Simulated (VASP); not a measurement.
# GaP (F-43m) in VASP: further runs, part 2 of 2

VASP 6.6.1. Earlier steps stand in the parts before.

### Step 3. Single point, HF

This run uses another cell than the first one, of 20.24 Å³/atom.

File POSCAR:

```
GaP
1.0
    0.0000000000      2.7252500000      2.7252500000
    2.7252500000      0.0000000000      2.7252500000
    2.7252500000      2.7252500000      0.0000000000
Ga P
1 1
Direct
    0.0000000000      0.0000000000      0.0000000000
    0.7500000000      0.7500000000      0.7500000000
```

File INCAR.step1:

```
SYSTEM = GaP
PREC = Accurate
ENCUT = 520
EDIFF = 1E-5
ISMEAR = -1
SIGMA = 0.05
LREAL = .False.
LASPH = .True.
NELM = 60
ALGO = Normal
ISIF = 2
LWAVE = .True.
LCHARG = .False.
NBANDS = 16
GGA = PE
```

File INCAR.step2:

```
SYSTEM = GaP
PREC = Accurate
ENCUT = 520
EDIFF = 1E-6
ISMEAR = -1
SIGMA = 0.05
LREAL = .False.
LASPH = .True.
NELM = 60
ALGO = Normal
ISIF = 2
LWAVE = .False.
LCHARG = .False.
GGA = PE
LHFCALC = .True.
AEXX = 1.0
ALDAC = 0.0
AGGAC = 0.0
PRECFOCK = Normal
NBANDS = 16
ISTART = 1
```

File KPOINTS:

```
Automatic mesh
0
Gamma
  4 4 4
  0 0 0
```

Potentials or basis: VASP PAW PBE potentials, release 64 (Ga_d, P).

Run with:

```sh
cat potpaw_PBE.64/Ga_d/POTCAR potpaw_PBE.64/P/POTCAR > POTCAR
cp INCAR.step1 INCAR
mpirun -np 1 vasp_std > vasp.out
cp INCAR.step2 INCAR
mpirun -np 1 vasp_std > vasp.out
```

OUTCAR:

```text
SYSTEM = GaP
   PREC = Accurate
   ENCUT = 520
   EDIFF = 1E-6
   ISMEAR = -1
   LREAL = .False.
   LASPH = .True.
   NELM = 60
   ISIF = 2
   GGA = PE
   LHFCALC = .True.
   AEXX = 1.0
   PRECFOCK = Normal
   ISTART = 1

 ion  position               nearest neighbor table
   1  0.000  0.000  0.000-   2 2.36   2 2.36   2 2.36   2 2.36
   2  0.750  0.750  0.750-   1 2.36   1 2.36   1 2.36   1 2.36

  LATTYP: Found a face centered cubic cell.
 ALAT       =     5.4505000000

[... 329 lines left out ...]

------------------------ aborting loop because EDIFF is reached ----------------------------------------

  FORCE on cell =-STRESS in cart. coord.  units (eV):
  Direction    XX          YY          ZZ          XY          YZ          ZX
  --------------------------------------------------------------------------------------
  -------------------------------------------------------------------------------------
  Total        1.3109134      1.3109134      1.3109134      0.0000000      0.0000000      0.0000000
  in kB       51.8842483     51.8842483     51.8842483      0.0000000      0.0000000      0.0000000
  external PRESSURE =      51.8842483 kB  Pullay stress =       0.0000000 kB

 VOLUME and BASIS-vectors are now :
 -----------------------------------------------------------------------------
  energy-cutoff  :      520.00
  volume of cell :       40.48
      direct lattice vectors                 reciprocal lattice vectors
     0.000000000  2.725250000  2.725250000    -0.183469406  0.183469406  0.183469406
     2.725250000  0.000000000  2.725250000     0.183469406 -0.183469406  0.183469406
     2.725250000  2.725250000  0.000000000     0.183469406  0.183469406 -0.183469406

 POSITION                                       TOTAL-FORCE (eV/Angst)
 -----------------------------------------------------------------------------------
      0.00000      0.00000      0.00000         0.000000      0.000000      0.000000
      4.08788      4.08788      4.08788        -0.000000     -0.000000     -0.000000
 -----------------------------------------------------------------------------------
    total drift:                                0.000076      0.000076      0.000049

  FREE ENERGIE OF THE ION-ELECTRON SYSTEM (eV)
  ---------------------------------------------------
  free  energy   TOTEN  =       -17.2644909232 eV

  energy  without entropy=      -17.2644909232  energy(sigma->0) =      -17.26449092
```

OUTCAR.step1:

```text
SYSTEM = GaP
   PREC = Accurate
   ENCUT = 520
   EDIFF = 1E-5
   ISMEAR = -1
   LREAL = .False.
[... 355 lines left out ...]
      0.00000      0.00000      0.00000         0.000000      0.000000      0.000000
      4.08788      4.08788      4.08788        -0.000000     -0.000000     -0.000000
 -----------------------------------------------------------------------------------
    total drift:                               -0.000002     -0.000002     -0.000002

  FREE ENERGIE OF THE ION-ELECTRON SYSTEM (eV)
  ---------------------------------------------------
  free  energy   TOTEN  =        -8.9760784816 eV

  energy  without entropy=       -8.9760784629  energy(sigma->0) =       -8.97607847
```

OSZICAR.step1:

```text
N       E                     dE             d eps       ncg     rms          rms(c)
DAV:   1     0.746623470707E+02    0.74662E+02   -0.88761E+03   264   0.159E+03
DAV:   2    -0.379248603745E+01   -0.78455E+02   -0.75262E+02   312   0.292E+02
DAV:   3    -0.919375142926E+01   -0.54013E+01   -0.53878E+01   304   0.618E+01
DAV:   4    -0.927270551686E+01   -0.78954E-01   -0.78877E-01   336   0.817E+00
DAV:   5    -0.927427798814E+01   -0.15725E-02   -0.15724E-02   296   0.102E+00    0.428E+00
DAV:   6    -0.900494070324E+01    0.26934E+00   -0.40226E-01   400   0.108E+01    0.286E+00
DAV:   7    -0.897443237716E+01    0.30508E-01   -0.10543E-01   336   0.217E+00    0.115E+00
DAV:   8    -0.897536494345E+01   -0.93257E-03   -0.15590E-02   312   0.149E+00    0.209E-01
DAV:   9    -0.897590317349E+01   -0.53823E-03   -0.15345E-03   320   0.540E-01    0.836E-02
DAV:  10    -0.897599284031E+01   -0.89667E-04   -0.12567E-04   368   0.122E-01    0.412E-02
DAV:  11    -0.897607878786E+01   -0.85948E-04   -0.11483E-04   304   0.892E-02    0.492E-03
DAV:  12    -0.897607848163E+01    0.30623E-06   -0.28060E-06   208   0.227E-02
   1 F= -.89760785E+01 E0= -.89760785E+01  d E =-.187338E-07
```

It took 15 min on 1 thread of AMD EPYC 7R43 (Zen 3), shared host; peak memory 0.13 GiB.

Results:

| Property | Result |
| --- | --- |
| Free energy | -17.2645 eV |
| Pressure | 5.2 GPa |
| Band gap on the k mesh | 7.87 eV (least direct gap 9.44 eV) |

Caveat: the k points lie up to 0.50 Å⁻¹ apart; the PAW data sets were made with another functional, which shifts forces and pressure a little.

### Step 4. Single point, HF

This run uses another cell than the first one, of 20.65 Å³/atom.

File POSCAR:

```
GaP
1.0
    0.0000000000      2.7432985392      2.7432985392
    2.7432985392      0.0000000000      2.7432985392
    2.7432985392      2.7432985392      0.0000000000
Ga P
1 1
Direct
    0.0000000000      0.0000000000      0.0000000000
    0.7500000000      0.7500000000      0.7500000000
```

File INCAR.step1:

```
SYSTEM = GaP
PREC = Accurate ; ENCUT = 520
EDIFF = 1E-5 ; ISMEAR = -1
SIGMA = 0.05 ; LREAL = .FALSE.
LASPH = .TRUE. ; NELM = 80
ALGO = Normal ; ISIF = 2
LWAVE = .TRUE. ; LCHARG = .FALSE.
NBANDS = 16 ; GGA = PE
```

File INCAR.step2:

```
SYSTEM = GaP
PREC = Accurate ; ENCUT = 520
EDIFF = 1E-6 ; ISMEAR = -1
SIGMA = 0.05 ; LREAL = .FALSE.
LASPH = .TRUE. ; NELM = 80
ALGO = Normal ; ISIF = 2
LWAVE = .FALSE. ; LCHARG = .FALSE.
GGA = PE ; LHFCALC = .TRUE.
AEXX = 1.0 ; ALDAC = 0.0
AGGAC = 0.0 ; PRECFOCK = Normal
NBANDS = 16 ; ISTART = 1
```

File KPOINTS:

```
regular mesh
0
G
  4 4 4
  0 0 0
```

Run with:

```sh
cat potpaw_PBE.64/Ga_d/POTCAR potpaw_PBE.64/P/POTCAR > POTCAR
cp INCAR.step1 INCAR
mpirun -np 1 vasp_std > vasp.out
cp INCAR.step2 INCAR
mpirun -np 1 vasp_std > vasp.out
```

Wall time 15 min (1 thread of AMD EPYC 7R43 (Zen 3), shared host); peak memory 0.14 GiB.

Results (log left out):

| Property | Result |
| --- | --- |
| Free energy | -17.2852 eV |
| Pressure | 3.0 GPa |
| Band gap on the k mesh | 7.90 eV (least direct gap 9.21 eV) |

Levels at points of the mesh, in eV from the valence-band top:
```
           k point  band 5  band 6  band 7  band 8  band 9  band 10  band 11  band 12  band 13  band 14
(0.00, 0.00, 0.00)  -24.36  -17.22    0.00    0.00    0.00     9.21    11.00    11.00    11.00    16.59
(0.50, 0.00, 0.00)  -24.35  -14.60   -8.62   -1.40   -1.40     8.61    11.85    11.85    15.66    19.27
(0.50, 0.50, 0.00)  -24.34  -13.45   -8.68   -3.43   -3.43     7.90     8.46    19.76    19.76    19.98
```

Caveat: the k points lie up to 0.50 Å⁻¹ apart; the PAW data sets were made with another functional, which shifts forces and pressure a little. A k mesh can miss the band edges.

### Step 5. Single point, HF

This run uses another cell than the first one, of 21.05 Å³/atom.

File POSCAR:

```
GaP
1.0
    0.0000000000      2.7611126653      2.7611126653
    2.7611126653      0.0000000000      2.7611126653
    2.7611126653      2.7611126653      0.0000000000
Ga P
1 1
Direct
    0.0000000000      0.0000000000      0.0000000000
    0.7500000000      0.7500000000      0.7500000000
```

File INCAR.step1:

```
SYSTEM = GaP
PREC     = Accurate       ! precision mode
ENCUT    = 520            ! plane-wave cutoff, eV
EDIFF    = 1E-5           ! SCF threshold, eV
ISMEAR   = -1             ! smearing method
SIGMA    = 0.05           ! smearing width, eV
LREAL    = .False.        ! projectors in reciprocal space
LASPH    = .True.         ! aspherical terms in the spheres
NELM     = 80             ! most SCF steps
ALGO     = Normal         ! electronic algorithm
ISIF     = 2              ! what is computed and relaxed
LWAVE    = .True.         ! write WAVECAR
LCHARG   = .False.        ! write CHGCAR
NBANDS   = 16             ! bands
GGA      = PE             ! functional
```

File INCAR.step2:

```
SYSTEM = GaP
PREC     = Accurate       ! precision mode
ENCUT    = 520            ! plane-wave cutoff, eV
EDIFF    = 1E-6           ! SCF threshold, eV
ISMEAR   = -1             ! smearing method
SIGMA    = 0.05           ! smearing width, eV
LREAL    = .False.        ! projectors in reciprocal space
LASPH    = .True.         ! aspherical terms in the spheres
NELM     = 80             ! most SCF steps
ALGO     = Normal         ! electronic algorithm
ISIF     = 2              ! what is computed and relaxed
LWAVE    = .False.        ! write WAVECAR
LCHARG   = .False.        ! write CHGCAR
GGA      = PE             ! functional
LHFCALC  = .True.         ! exact exchange
AEXX     = 1.0            ! exact-exchange fraction
ALDAC    = 0.0          
AGGAC    = 0.0          
PRECFOCK = Normal       
NBANDS   = 16             ! bands
ISTART   = 1
```

File KPOINTS:

```
regular mesh
0
Gamma
  4 4 4
  0 0 0
```

Run with:

```sh
cat potpaw_PBE.64/Ga_d/POTCAR potpaw_PBE.64/P/POTCAR > POTCAR
cp INCAR.step1 INCAR
mpirun -np 1 vasp_std > vasp.out
cp INCAR.step2 INCAR
mpirun -np 1 vasp_std > vasp.out
```

It took 16 min on 1 thread of AMD EPYC 7R43 (Zen 3), shared host; peak memory 0.14 GiB.

Results (log left out):

* Free energy: -17.2953 eV
* Pressure: 1.0 GPa
* Band gap on the k mesh: 7.91 eV (least direct gap 9.00 eV)

Levels at points of the mesh, in eV from the valence-band top:
```tsv
k point	band 7	band 8	band 9	band 10	band 11	band 12
(0.00, 0.00, 0.00)	0.00	0.00	0.00	9.00	10.98	10.98
(0.50, 0.00, 0.00)	-8.48	-1.37	-1.37	8.51	11.83	11.83
(0.50, 0.50, 0.00)	-8.57	-3.35	-3.35	7.91	8.45	19.56
```

Caveat: the k points lie up to 0.49 Å⁻¹ apart; the PAW data sets were made with another functional, which shifts forces and pressure a little.

### Step 6. Single point, b88 exchange, pbe correlation

This run uses another cell than the first one, of 20.83 Å³/atom.

File INCAR:

```
ALGO = Normal
EDIFF = 1E-6
ENCUT = 500
GGA = LIBXC
GGA_COMPAT = False
ISIF = 2
ISMEAR = -1
LASPH = True
LCHARG = False
LIBXC1 = GGA_X_B88
LIBXC2 = GGA_C_PBE
LREAL = False
LWAVE = False
NBANDS = 16
NELM = 120
PREC = Accurate
SIGMA = 0.05
```

File KPOINTS:

```
k-points
0
Gamma
  8 8 8
```

File POSCAR:

```
GaP
1.0
    0.0000000000      2.7515320748      2.7515320748
    2.7515320748      0.0000000000      2.7515320748
    2.7515320748      2.7515320748      0.0000000000
Ga P
1 1
Direct
    0.0000000000      0.0000000000      0.0000000000
    0.7500000000      0.7500000000      0.7500000000
```

Potentials or basis: VASP PAW PBE potentials, release 64 (Ga_d, P).

Run with:

```sh
cat potpaw_PBE.64/Ga_d/POTCAR potpaw_PBE.64/P/POTCAR > POTCAR
mpirun -np 1 vasp_std > vasp.out
```

It took 8.6 s on 1 thread of Intel Xeon 6975P-C (Granite Rapids), shared host; peak memory 0.15 GiB.

The run converged. Its results:

```yaml
Free_energy: -8.8980 eV
Pressure: -0.1 GPa
Band_gap_on_the_k_mesh: 1.58 eV
```

Levels at points of the mesh, in eV from the valence-band top:
```csv
k point,band 6,band 7,band 8,band 9,band 10,band 11,band 12,band 13
"(0.00, 0.00, 0.00)",-12.28,0.00,0.00,0.00,1.58,3.90,3.90,3.90
"(0.50, 0.00, 0.00)",-10.31,-6.47,-1.07,-1.07,1.58,4.73,4.73,8.22
"(0.50, 0.50, 0.00)",-9.44,-6.62,-2.58,-2.58,1.71,1.85,10.38,10.38
```

Caveat: the PAW data sets were made with another functional, which shifts forces and pressure a little.

### Step 7. The runs side by side

```tsv
level	cell	k mesh	cutoff (eV)	grid for exact exchange (PRECFOCK)	share of exact exchange	gap on the mesh (eV)	pressure (GPa)
HF	a = 3.828 Å, angles 60.0°, 2 atoms	4 × 4 × 4	520	Normal	1	7.85	7.6
HF	a = 3.854 Å, angles 60.0°, 2 atoms	4 × 4 × 4	520	Normal	1	7.87	5.2
HF	a = 3.880 Å, angles 60.0°, 2 atoms	4 × 4 × 4	520	Normal	1	7.90	3.0
HF	a = 3.905 Å, angles 60.0°, 2 atoms	4 × 4 × 4	520	Normal	1	7.91	1.0
b88 exchange, pbe correlation	a = 3.891 Å, angles 60.0°, 2 atoms	8 × 8 × 8	500	-	-	1.58	-0.1
```

Alike in all rows: task single point; potentials or basis VASP PAW PBE potentials, release 64 (Ga_d, P); no spin polarisation; smearing fermi-dirac 0.05 eV.

Caveats: some runs use coarse meshes; the PAW data sets were made with another functional, which shifts forces and pressure a little.

Absolute energies hang on the potentials; compare differences alone.

### Step 8. How close it comes

Step 6. A measured gap of GaP is 2.34 eV (indirect; 10 K; quoted in “Stacking defects in GaP nanowires: Electronic structure and optical properties”, 2018, arxiv:1810.01194); the calculated 1.58 eV misses it by -0.76 eV. Spin-orbit coupling on Ga is left out. The value is that of b88 exchange, pbe correlation on a finite k mesh, which can miss the band edges, without temperature or zero-point motion.
